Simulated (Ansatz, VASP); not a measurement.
## KBr in VASP and in Ansatz

```
CELL_PARAMETERS angstrom
4.04350 -0.06065 0.00000
-0.06065 4.04350 0.00000
0.00000 0.00000 4.04350
ATOMIC_POSITIONS crystal
K 0.00000 0.00000 0.00000
Br 0.50000 0.50000 0.50000
```

Change from the starting cell: strain -0.0300 x Voigt [0, 0, 0, 0, 0, 1], atoms carried along.

Alike in both runs: task single point; functional LDA; k mesh 6 × 6 × 6; occupations gaussian, width 0.05 eV; no spin polarisation.

```csv
,VASP,Ansatz
version,VASP 6.6.1,Ansatz 0.2.0
potentials or method,"VASP PAW LDA potentials, release 64 (K_sv, Br), cutoff 520 eV","scalar-relativistic, plane waves, PAW"
valence electrons in the cell,16,16
```

|  | VASP | Ansatz | Ansatz less VASP |
| --- | --- | --- | --- |
| gap on the k mesh at the Fermi level (eV) | 3.48 | 3.47 | -0.009 |
| least direct gap on the mesh (eV) | 3.73 | 3.72 | -0.010 |
| pressure (GPa) | -2.6 | -2.6 | -0.04 |

LDA's correlation is that of Perdew and Zunger in VASP and of Perdew and Wang (1992) in Ansatz.
